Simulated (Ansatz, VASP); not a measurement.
## Sc in VASP and in Ansatz

The input INCAR:

```
SYSTEM = Sc
PREC = Accurate
ENCUT = 520
EDIFF = 1E-6
ISMEAR = -1
SIGMA = 0.1
LREAL = .FALSE.
LASPH = .TRUE.
NELM = 60
ALGO = Normal
ISIF = 2
LWAVE = .FALSE.
LCHARG = .TRUE.
GGA = PE
LELF = .TRUE.
LVHAR = .TRUE.
NBANDS = 18
```

The input KPOINTS:

```
regular mesh
0
G
  5 5 3
  0 0 0
```

POSCAR

```
Sc
1.0
    3.3193628924      0.0000000000      0.0000000000
   -1.6596814462      2.8746525892      0.0000000000
    0.0000000000      0.0000000000      5.1842605006
Sc
2
Direct
    0.3333333333      0.6666666667      0.2500000000
    0.6666666667      0.3333333333      0.7500000000
```

Input for Ansatz:

```yaml
crystal:
  lattice:
    - [3.3193628924, 0.0, 0.0]
    - [-1.6596814462, 2.8746525892, 0.0]
    - [0.0, 0.0, 5.1842605006]
  atoms:
    - { symbol: Sc, position: [0.3333333333, 0.6666666667, 0.25] }
    - { symbol: Sc, position: [0.6666666667, 0.3333333333, 0.75] }
hamiltonian:
  xc: pbe
  pseudopotentials:
    kind: paw
    azcp:
      Sc: "pseudopotentials/Sc.paw.azcp"
basis:
  ecutwfc: 420
  fft_grid_basis: typed
kpoints:
  mp_grid: { grid: [5, 5, 3], shift: [0, 0, 0] }
magnetization:
  spin_polarized: false
scf:
  occupations: { method: fermi_dirac, width: 0.1 }
  lower_state_search: "off"
output:
  stress: true
```

Alike in both runs: task single point; functional PBE; k mesh 5 × 5 × 3; occupations fermi-dirac, width 0.1 eV; no spin polarisation.

|  | VASP | Ansatz |
| --- | --- | --- |
| version | VASP 6.6.1 | Ansatz 0.2.0 |
| potentials or method | VASP PAW PBE potentials, release 64 (Sc_sv), cutoff 520 eV | plane waves (420 eV) with PAW, scalar-relativistic |
| valence electrons in the cell | 22 | 22 |

|  | VASP | Ansatz | Ansatz less VASP |
| --- | --- | --- | --- |
| pressure (GPa) | 0.3 | 0.2 | -0.02 |
| traceless stress, the component that is largest in VASP (GPa) | -0.19 | -0.19 | -0.003 |

With one functional, cell and mesh, what is left measures potentials, basis and numerics.

The k mesh is coarse, so the values compare programs but aren't converged.
